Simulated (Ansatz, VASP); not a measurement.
# SiNi3: VASP beside Ansatz

The input INCAR:

```
PREC = Accurate
ENCUT = 600
EDIFF = 1E-7
ISMEAR = 0
SIGMA = 0.1
LREAL = F
LASPH = T
NELM = 100
ALGO = Fast
ISIF = 3
LWAVE = F
LCHARG = F
GGA = PE
IBRION = 2
NSW = 100
EDIFFG = -0.01
```

File KPOINTS:

```
Automatic mesh
0
Gamma
  14 14 14
```

POSCAR

```
SiNi3
1.0
   -2.3349380354      2.3349380354      2.3349380354
    2.3349380354     -2.3349380354      2.3349380354
    2.3349380354      2.3349380354     -2.3349380354
Si Ni
1 3
Direct
    0.0000000000      0.0000000000      0.0000000000
    0.0000000000      0.5000000000      0.5000000000
    0.5000000000      0.0000000000      0.5000000000
    0.5000000000      0.5000000000      0.0000000000
```

Input for Ansatz:

```yaml
crystal:
  lattice:
    - [-2.3349380354, 2.3349380354, 2.3349380354]
    - [2.3349380354, -2.3349380354, 2.3349380354]
    - [2.3349380354, 2.3349380354, -2.3349380354]
  atoms:
    - { symbol: Si, position: [0.0, 0.0, 0.0] }
    - { symbol: Ni, position: [0.0, 0.5, 0.5] }
    - { symbol: Ni, position: [0.5, 0.0, 0.5] }
    - { symbol: Ni, position: [0.5, 0.5, 0.0] }
basis:
  ecutwfc: 420
kpoints:
  mp_grid: { grid: [14, 14, 14] }
hamiltonian:
  xc: pbe
scf:
  occupations: { method: gaussian, width: 0.1 }
output:
  forces: true
  stress: true
  eigenvalues: true
  write_density: true
  write_potential: true
  elf: true
  volumetric_format: npy
relax:
  adjacent_minimum: "off"
  f_tol: 0.01
  max_steps: 80
  cell: { stress_tol: 0.05 }
```

Alike in both runs: task relaxation of cell and atoms; functional PBE; k mesh 14 × 14 × 14; occupations gaussian, width 0.1 eV; no spin polarisation.

```csv
,VASP,Ansatz
version,VASP 6.6.1,Ansatz 0.2.0
potentials or method,"VASP PAW PBE potentials, release 64 (Si, Ni), cutoff 600 eV","scalar-relativistic, plane waves, PAW"
valence electrons in the cell,34,58
```

```tsv
	VASP	Ansatz	Ansatz less VASP
gap on the k mesh at the Fermi level, each at its own relaxed structure (eV)	none	none	-
relaxed volume (Å³/atom)	12.73	12.73	0.000
relaxed cell length with the largest relative difference (Å)	4.044	4.044	0.0000
```

A gap of «none» marks a metal or a gap that the smearing closes. VASP's potentials hold 34 valence electrons a cell and Ansatz's 58, so a difference there can come from the potentials and not from the codes.

Noted on VASP's run: the relaxation stopped at its first step, so nothing moved.
